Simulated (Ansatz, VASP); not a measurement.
# Sb3S2: VASP beside Ansatz

```
Sb S
1.0
     3.04756    1.75951    4.15957
    -3.04756    1.75951    4.15957
     0.00000   -3.51902    4.15957
Sb S
3 2
Direct
  0.50000 0.50000 0.00000
  0.00000 0.50000 0.50000
  0.50000 0.00000 0.50000
  0.16265 0.16265 0.16265
  0.83735 0.83735 0.83735
```

Alike in both runs: functional PBE; k mesh 3 × 3 × 3; occupations gaussian, width 0.1 eV; no spin polarisation.

Ansatz relaxed the structure, and its values are those at the end. VASP's run is a single point on that final structure, the one shown.

|  | VASP | Ansatz |
| --- | --- | --- |
| version | VASP 6.6.1 | Ansatz 0.2.0 |
| potentials or method | VASP PAW PBE potentials, release 64 (Sb, S), cutoff 520 eV | scalar-relativistic, plane waves, PAW |
| valence electrons in the cell | 27 | 57 |

```tsv
	VASP	Ansatz	Ansatz less VASP
gap on the k mesh at the Fermi level (eV)	none	none	-
pressure (GPa)	0.1	0.3	+0.16
rms of the force components (eV/Å)	0.021	0.011	-0.0103
```

A gap of «none» marks a metal or a gap that the smearing closes. The functional is the same, so the differences come from potentials, cutoffs and numerics. VASP's potentials hold 27 valence electrons a cell and Ansatz's 57, so a difference there can come from the potentials and not from the codes.

The k mesh is coarse, so the values compare programs but aren't converged. Neither program's run includes spin-orbit coupling.
